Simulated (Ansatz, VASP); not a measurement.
# RbBr in VASP and in Ansatz

Contents of POSCAR:

```
RbBr
1.0
    4.1242532581      0.0000000000      0.0000000000
    0.0000000000      4.1242532581      0.0000000000
    0.0000000000      0.0000000000      3.9724807382
Rb Br
1 1
Direct
    0.0000000000      0.0000000000      0.0000000000
    0.5000000000      0.5000000000      0.5000000000
```

Contents of INCAR.step1:

```
PREC = Accurate ; ENCUT = 520
ISMEAR = 0 ; SIGMA = 0.01
LREAL = F ; LASPH = T
NELM = 100 ; NBANDS = 15
GGA = PE ; ALGO = Normal
EDIFF = 1E-4 ; LWAVE = T
LCHARG = F
```

The input INCAR.step2:

```
PREC = Accurate ; ENCUT = 520
EDIFF = 1E-6 ; ISMEAR = 0
SIGMA = 0.01 ; LREAL = F
LASPH = T ; NELM = 100
ALGO = Normal ; ISIF = 2
LWAVE = F ; LCHARG = T
METAGGA = R2SCAN ; LMIXTAU = T
LELF = T ; LVHAR = T
NBANDS = 15 ; ISTART = 1
```

Contents of KPOINTS:

```
Automatic mesh
0
Gamma
  6 6 6
```

Input for Ansatz:

```yaml
crystal:
  lattice:
    - [4.1242532581, 0.0, 0.0]
    - [0.0, 4.1242532581, 0.0]
    - [0.0, 0.0, 3.9724807382]
  atoms:
    - { symbol: Rb, position: [0.0, 0.0, 0.0] }
    - { symbol: Br, position: [0.5, 0.5, 0.5] }
kpoints:
  mp_grid: { grid: [6, 6, 6] }
  band_path:
    path: [[0.0, 0.0, 0.0], [0.0, 0.5, 0.0], [0.5, 0.5, 0.0], [0.5, 0.5, 0.5]]
    npoints: 1
hamiltonian:
  xc: r2scan
scf:
  occupations: { method: fixed }
  n_extra_bands: 4
output:
  forces: true
  stress: true
  eigenvalues: true
  write_density: true
  write_potential: true
  elf: true
  volumetric_format: npy
```

Change from the starting cell: uniaxial_z strain -3.7%.

Alike in both runs: task single point; functional r2SCAN; k mesh 6 × 6 × 6; no spin polarisation.

```csv
,VASP,Ansatz
version,VASP 6.6.1,Ansatz 0.2.0
potentials or method,"VASP PAW PBE potentials, release 64 (Rb_sv, Br)","plane waves, PAW"
plane-wave cutoff (eV),520,500
occupations,"gaussian, width 0.01 eV",fixed
valence electrons in the cell,16,16
```

```tsv
	VASP	Ansatz	Ansatz less VASP
gap on the k mesh at the Fermi level (eV)	4.84	4.84	-0.003
pressure (GPa)	0.8	0.8	-0.03
traceless stress, the component that is largest in VASP (GPa)	0.81	0.81	0.000
```

VASP's potentials were made for PBE, not for r2SCAN.
